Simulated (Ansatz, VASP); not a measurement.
**Two plane-wave programs on Mg5CdTe6**

```
CELL_PARAMETERS angstrom
4.25730 0.00000 0.00000
-2.12865 3.68693 0.00000
0.00000 0.00000 20.74188
ATOMIC_POSITIONS crystal
Mg 0.00000 0.00000 0.33454
Mg 0.00000 0.00000 0.66546
Mg 0.00000 0.00000 0.83110
Mg 0.00000 0.00000 0.16890
Mg 0.00000 0.00000 0.50000
Cd 0.00000 0.00000 0.00000
Te 0.33333 0.66667 0.91276
Te 0.33333 0.66667 0.25189
Te 0.33333 0.66667 0.58275
Te 0.66667 0.33333 0.08724
Te 0.66667 0.33333 0.41725
Te 0.66667 0.33333 0.74811
```

Alike in both runs: functional PBE; k mesh 12 × 12 × 2; occupations gaussian, width 0.02 eV; no spin polarisation.

Ansatz relaxed the structure, and its values are those at the end. VASP's run is a single point on that final structure, the one shown.

```csv
,VASP,Ansatz
version,VASP 6.6.1,Ansatz 0.2.0
potentials or method,"VASP PAW PBE potentials, release 64 (Mg, Cd, Te), cutoff 520 eV","scalar-relativistic, plane waves, PAW"
valence electrons in the cell,58,166
```

```tsv
	VASP	Ansatz	Ansatz less VASP
gap on the k mesh at the Fermi level (eV)	0.46	0.48	+0.019
least direct gap on the mesh (eV)	1.17	1.19	+0.018
pressure (GPa)	-0.1	0.0	+0.02
rms of the force components (eV/Å)	0.004	0.003	-0.0014
```

VASP's potentials hold 58 valence electrons a cell and Ansatz's 166, so a difference there can come from the potentials and not from the codes.

Neither program's run includes spin-orbit coupling.
